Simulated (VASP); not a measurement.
# Co (P6_3/mmc) in VASP: a series of runs, part 2 of 2

VASP 6.6.1.

### Step 5. Single point, LDA, collinear spin, ferromagnetic start

The input, INCAR:

```
PREC = Accurate
ENCUT = 520
EDIFF = 1E-6
ISMEAR = 0
SIGMA = 0.01
LREAL = F
LASPH = T
NELM = 150
ALGO = Normal
ISIF = 2
LWAVE = F
LCHARG = F
ISPIN = 2
MAGMOM = 1.558 1.558
LORBIT = 11
LMAXMIX = 4
GGA = CA
NBANDS = 20
```

The input, KPOINTS:

```
regular mesh
0
Gamma
  15 15 8
```

The input, POSCAR:

```
Co
1.0
    2.4273810165      0.0000000000      0.0000000000
   -1.2136905082      2.1021736250      0.0000000000
    0.0000000000      0.0000000000      3.9230481332
Co
2
Direct
    0.3333333333      0.6666666667      0.2500000000
    0.6666666667      0.3333333333      0.7500000000
```

Potentials or basis: VASP PAW LDA potentials, release 64 (Co).

Command:

```
cat potpaw_LDA.64/Co/POTCAR > POTCAR
mpirun -np 1 vasp_std > vasp.out
```

OUTCAR:

```text
PREC = Accurate
   ENCUT = 520
   EDIFF = 1E-6
   ISMEAR = 0
   LREAL = F
   LASPH = T
   NELM = 150
   ISIF = 2
   ISPIN = 2
   LORBIT = 11
   GGA = CA

 ion  position               nearest neighbor table
   1  0.333  0.667  0.250-   2 2.41   2 2.41   2 2.41   2 2.41   2 2.41   2 2.41
   2  0.667  0.333  0.750-   1 2.41   1 2.41   1 2.41   1 2.41   1 2.41   1 2.41

  LATTYP: Found a hexagonal cell.
 ALAT       =     2.4273810165
 C/A-ratio  =     1.6161649558

  Lattice vectors:

 A1 = (   2.4273810165,   0.0000000000,   0.0000000000)
 A2 = (  -1.2136905082,   2.1021736250,   0.0000000000)
 A3 = (   0.0000000000,   0.0000000000,   3.9230481332)

Analysis of symmetry for initial positions (statically):
=====================================================================
 Subroutine PRICEL returns:
 Original cell was already a primitive cell.

 Routine SETGRP: Setting up the symmetry group for a
 hexagonal supercell.
[... 753 lines left out ...]
      2       6.5248      1.00000
      3       9.9037      1.00000
      4       9.9202      1.00000
      5       9.9202      1.00000
      6      10.3300      1.00000
[... 541 lines left out ...]
     19      32.1220      0.00000
     20      41.8685      0.00000

 [... further k-points ...]

------------------------ aborting loop because EDIFF is reached ----------------------------------------

  FORCE on cell =-STRESS in cart. coord.  units (eV):
  Direction    XX          YY          ZZ          XY          YZ          ZX
  --------------------------------------------------------------------------------------
  -------------------------------------------------------------------------------------
  Total       -0.0518908     -0.0518908     -0.2133064     -0.0000000     -0.0000000     -0.0000000
  in kB       -4.1530811     -4.1530811    -17.0719930     -0.0000000     -0.0000000     -0.0000000
  external PRESSURE =      -8.4593851 kB  Pullay stress =       0.0000000 kB

 VOLUME and BASIS-vectors are now :
 -----------------------------------------------------------------------------
  energy-cutoff  :      520.00
  volume of cell :       20.02
      direct lattice vectors                 reciprocal lattice vectors
     2.427381017  0.000000000  0.000000000     0.411966639  0.237849050  0.000000000
    -1.213690508  2.102173625  0.000000000     0.000000000  0.475698100  0.000000000
     0.000000000  0.000000000  3.923048133     0.000000000  0.000000000  0.254903831

 POSITION                                       TOTAL-FORCE (eV/Angst)
 -----------------------------------------------------------------------------------
     -0.00000      1.40145      0.98076         0.000000      0.000000      0.000000
      1.21369      0.70072      2.94229        -0.000000     -0.000000      0.000000
 -----------------------------------------------------------------------------------
    total drift:                                0.000000      0.000000     -0.000000

  FREE ENERGIE OF THE ION-ELECTRON SYSTEM (eV)
  ---------------------------------------------------
  free  energy   TOTEN  =       -16.2485443696 eV

  energy  without entropy=      -16.2484488696  energy(sigma->0) =      -16.24849662

 total charge

# of ion       s       p       d       tot
------------------------------------------
    1        0.523   0.590   7.336   8.450
    2        0.523   0.590   7.336   8.450
--------------------------------------------------
tot          1.047   1.181  14.673  16.901

 magnetization (x)

# of ion       s       p       d       tot
------------------------------------------
    1       -0.013  -0.039   1.553   1.501
    2       -0.013  -0.039   1.553   1.501
--------------------------------------------------
tot         -0.026  -0.078   3.107   3.002
```

OSZICAR:

```text
N       E                     dE             d eps       ncg     rms          rms(c)
DAV:   1     0.819017755049E+02    0.81902E+02   -0.78862E+03 11600   0.123E+03
DAV:   2    -0.139559696130E+02   -0.95858E+02   -0.86184E+02 10948   0.219E+02
DAV:   3    -0.185787077540E+02   -0.46227E+01   -0.44244E+01 12196   0.577E+01
DAV:   4    -0.186500594609E+02   -0.71352E-01   -0.71291E-01 13216   0.630E+00
DAV:   5    -0.186521041902E+02   -0.20447E-02   -0.20446E-02 12748   0.101E+00    0.164E+01
DAV:   6    -0.166457599147E+02    0.20063E+01   -0.71255E+00 12332   0.579E+01    0.781E+00
DAV:   7    -0.162889737222E+02    0.35679E+00   -0.11214E+00 12848   0.206E+01    0.401E+00
DAV:   8    -0.162652667590E+02    0.23707E-01   -0.13020E-02 14836   0.102E+00    0.209E+00
DAV:   9    -0.162481129372E+02    0.17154E-01   -0.20316E-03 19008   0.721E-01    0.694E-01
DAV:  10    -0.162485337934E+02   -0.42086E-03   -0.28825E-04 14296   0.230E-01    0.410E-01
DAV:  11    -0.162484937888E+02    0.40005E-04   -0.15811E-04 14344   0.248E-01    0.143E-01
DAV:  12    -0.162485451418E+02   -0.51353E-04   -0.31500E-05 14756   0.922E-02    0.407E-02
DAV:  13    -0.162485423364E+02    0.28054E-05   -0.48255E-06 13140   0.301E-02    0.199E-02
DAV:  14    -0.162485437724E+02   -0.14360E-05   -0.92844E-07  7216   0.104E-02    0.135E-02
DAV:  15    -0.162485443696E+02   -0.59720E-06   -0.15541E-07  5580   0.606E-03
   1 F= -.16248544E+02 E0= -.16248497E+02  d E =-.955000E-04  mag=     3.0167
```

stdout:

```text
POSCAR found type information on POSCAR Co
 POSCAR found :  1 types and       2 ions
 scaLAPACK will be used
 LDA part: xc-table for (Slater(with rela. corr.)+CA(PZ))
 , standard interpolation
 POSCAR, INCAR and KPOINTS ok, starting setup
 FFT: planning ... GRIDC
 FFT: planning ... GRID_SOFT
 FFT: planning ... GRID
 WAVECAR not read
 entering main loop
```

It took 44 s on 1 thread of Intel Xeon 6975P-C (Granite Rapids), shared host; peak memory 0.18 GiB.

What came out:

* Free energy: -16.2485 eV
* Pressure: -0.8 GPa
* Net moment: 3.02 μB per cell
* Site moments: Co +1.50 μB
* Valence electrons inside the program's atomic spheres: Co 8.45

Stress tensor (GPa, compression positive):
```
-0.42  0.00  0.00
 0.00 -0.42  0.00
 0.00  0.00 -1.71
```

Levels at points of the mesh, in eV from the Fermi level:
Spin up:
| k point | band 7 | band 8 | band 9 | band 10 | band 11 | band 12 | band 13 | band 14 |
| --- | --- | --- | --- | --- | --- | --- | --- | --- |
| (0.00, 0.00, 0.00) | -2.21 | -1.80 | -1.80 | -0.53 | -0.53 | -0.11 | 7.19 | 22.65 |
| (0.00, 0.00, 0.50) | -2.65 | -2.65 | -0.89 | -0.89 | -0.89 | -0.89 | 16.01 | 16.01 |
Spin down:
| k point | band 3 | band 4 | band 5 | band 6 | band 7 | band 8 | band 9 | band 10 | band 11 | band 12 |
| --- | --- | --- | --- | --- | --- | --- | --- | --- | --- | --- |
| (0.00, 0.00, 0.00) | -1.21 | -1.19 | -1.19 | -0.78 | -0.78 | -0.32 | -0.32 | 0.07 | 1.05 | 1.05 |
| (0.00, 0.00, 0.50) | -1.77 | -1.77 | -1.26 | -1.26 | -1.26 | -1.26 | 0.67 | 0.67 | 0.67 | 0.67 |

### Step 6. Single point, LDA, collinear spin, ferromagnetic start

The input, INCAR:

```
SYSTEM = Co
ALGO = Normal
EDIFF = 1E-6
ENCUT = 520
GGA = CA
ISIF = 2
ISMEAR = 0
ISPIN = 2
LASPH = .True.
LCHARG = .True.
LELF = .True.
LMAXMIX = 4
LORBIT = 11
LREAL = .False.
LVHAR = .True.
LWAVE = .False.
MAGMOM = 1.558 1.558
NBANDS = 20
NELM = 150
PREC = Accurate
SIGMA = 0.03
```

The input, KPOINTS:

```
k-points
0
Gamma
  15 15 8
  0 0 0
```

POSCAR is that of step 5.

Potentials or basis: VASP PAW LDA potentials, release 64 (Co).

Command:

```
cat potpaw_LDA.64/Co/POTCAR > POTCAR
mpirun -np 1 vasp_std > vasp.out
```

It took 43 s on 1 thread of Intel Xeon 6975P-C (Granite Rapids), shared host; peak memory 0.18 GiB.

Results (log left out):

```yaml
Free_energy: -16.2490 eV
Pressure: -0.9 GPa
Net_moment: 3.01 μB per cell
Site_moments: Co +1.50 μB
Valence_electrons_inside_the_program's_atomic_spheres: Co 8.45
```

Stress tensor (GPa, compression positive):
```
-0.55  0.00  0.00
 0.00 -0.55  0.00
 0.00  0.00 -1.67
```

Levels at points of the mesh, in eV from the Fermi level:
Spin up:
| k point | band 6 | band 7 | band 8 | band 9 | band 10 | band 11 | band 12 | band 13 | band 14 | band 15 |
| --- | --- | --- | --- | --- | --- | --- | --- | --- | --- | --- |
| (0.00, 0.00, 0.00) | -2.20 | -2.20 | -1.80 | -1.80 | -0.53 | -0.53 | -0.11 | 7.20 | 22.65 | 25.95 |
| (0.00, 0.00, 0.50) | -2.64 | -2.64 | -2.64 | -0.88 | -0.88 | -0.88 | -0.88 | 16.01 | 16.01 | 23.41 |
Spin down:
| k point | band 4 | band 5 | band 6 | band 7 | band 8 | band 9 | band 10 | band 11 |
| --- | --- | --- | --- | --- | --- | --- | --- | --- |
| (0.00, 0.00, 0.00) | -1.19 | -1.19 | -0.78 | -0.78 | -0.32 | -0.32 | 0.07 | 1.05 |
| (0.00, 0.00, 0.50) | -1.77 | -1.26 | -1.26 | -1.26 | -1.26 | 0.68 | 0.68 | 0.68 |

### Step 7. The runs side by side

| smearing | gap on the mesh (eV) | pressure (GPa) | moment (μB) |
| --- | --- | --- | --- |
| fermi-dirac 0.3 eV | none | -5.8 | 0.95 |
| gaussian 0.01 eV | none | -0.8 | 3.02 |
| gaussian 0.03 eV | none | -0.9 | 3.01 |

Alike in all rows: task single point; level LDA; potentials or basis VASP PAW LDA potentials, release 64 (Co); spin collinear, ferromagnetic start; cell as given; k mesh 15 × 15 × 8; cutoff (eV) 520.

Every run on the cell as given and a fine mesh finds a metal.

Absolute energies hang on the potentials; compare differences alone.
